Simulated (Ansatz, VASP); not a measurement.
## Ge in VASP and in Ansatz

Contents of INCAR:

```
PREC = Accurate ; ENCUT = 520
EDIFF = 1E-6 ; ISMEAR = -1
SIGMA = 0.05 ; LREAL = False
LASPH = True ; NELM = 60
ALGO = Normal ; ISIF = 2
LWAVE = False ; LCHARG = False
GGA = PE ; ALDAC = 0.0
AGGAC = 0.0 ; NBANDS = 21
```

File KPOINTS:

```
regular mesh
0
Gamma
  8 8 8
```

The input POSCAR:

```
Ge
1.0
    0.0000000000      2.8661367691      2.8661367691
    2.8661367691      0.0000000000      2.8661367691
    2.8661367691      2.8661367691      0.0000000000
Ge
2
Direct
    0.7500000000      0.7500000000      0.7500000000
    0.5000000000      0.5000000000      0.5000000000
```

The input input.yaml:

```yaml
crystal:
  lattice:
    - [0.0, 2.8661367691, 2.8661367691]
    - [2.8661367691, 0.0, 2.8661367691]
    - [2.8661367691, 2.8661367691, 0.0]
  atoms:
    - { symbol: Ge, position: [0.75, 0.75, 0.75] }
    - { symbol: Ge, position: [0.5, 0.5, 0.5] }
hamiltonian:
  xc: { exchange: pbe, correlation: none }
  pseudopotentials: { kind: paw }
kpoints:
  mp_grid: { grid: [8, 8, 8] }
scf:
  occupations: { method: fermi_dirac, width: 0.05 }
output:
  forces: true
  stress: true
  eigenvalues: true
```

Alike in both runs: task single point; functional PBE exchange alone; k mesh 8 × 8 × 8; occupations fermi-dirac, width 0.05 eV; no spin polarisation.

|  | VASP | Ansatz |
| --- | --- | --- |
| version | VASP 6.6.1 | Ansatz 0.2.0 |
| potentials or method | VASP PAW PBE potentials, release 64 (Ge_d) | Ansatz PAW |
| plane-wave cutoff (eV) | 520 | 420 |
| valence electrons in the cell | 28 | 28 |

Ansatz gave:

```
gap on the k mesh at the Fermi level (eV) : none
pressure (GPa)                            : 10.2
```

Q: Estimate VASP's values.

A: gap on the k mesh at the Fermi level (eV): none; pressure (GPa): 10.3.

VASP's potentials were made for PBE, not for PBE exchange alone. A gap of «none» marks a metal or a gap that the smearing closes.
